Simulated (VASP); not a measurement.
CoSi2: single point with r2SCAN

Crystal: CoSi2.

```
Co Si
1.0
     0.00000    2.62952    2.62952
     2.62952    0.00000    2.62952
     2.62952    2.62952    0.00000
Co Si
1 2
Direct
  0.00000 0.00000 0.00000
  0.25000 0.25000 0.25000
  0.75000 0.75000 0.75000
```

| Item | Value |
| --- | --- |
| Program | VASP 6.6.1 |
| Task | single point |
| Functional | r2SCAN |
| Potentials or basis | VASP PAW PBE potentials, release 64 (Co, Si) |
| Cutoff | 520 eV |
| k mesh | 9 × 9 × 9 |
| Occupations | fermi-dirac, width 0.1 eV |
| Spin | collinear spin, ferromagnetic start |
| Starting moments | [2.5, 0.0, 0.0] μB |
| Dipole correction | no |
| Further INCAR settings | ALGO = Normal; EDIFF = 1e-07; NBANDS = 20 |

```json
{
 "Pressure": "6.8 GPa",
 "Net moment": "0.00 μB per cell",
 "Valence electrons inside the program's atomic spheres": "Co 9.07; Si 1.63"
}
```

Levels at points of the mesh, in eV from the Fermi level:
Spin up:
```tsv
k point	band 5	band 6	band 7	band 8	band 9	band 10	band 11	band 12	band 13	band 14
(0.00, 0.00, 0.00)	-2.20	-2.20	1.86	3.61	3.61	3.61	3.86	3.86	3.86	6.41
```
Spin down:
```
           k point  band 5  band 6  band 7  band 8  band 9  band 10  band 11  band 12  band 13  band 14
(0.00, 0.00, 0.00)   -2.20   -2.20    1.86    3.61    3.61     3.61     3.86     3.86     3.86     6.41
```

Run time: 5.6 min on 1 thread of Intel Xeon 8259CL, on a shared host, peak memory 0.21 GiB.

Caveat: the cell stands under pressure; the moments typed at the start vanished in this run; the PAW data sets were made with another functional, which shifts forces and pressure a little.
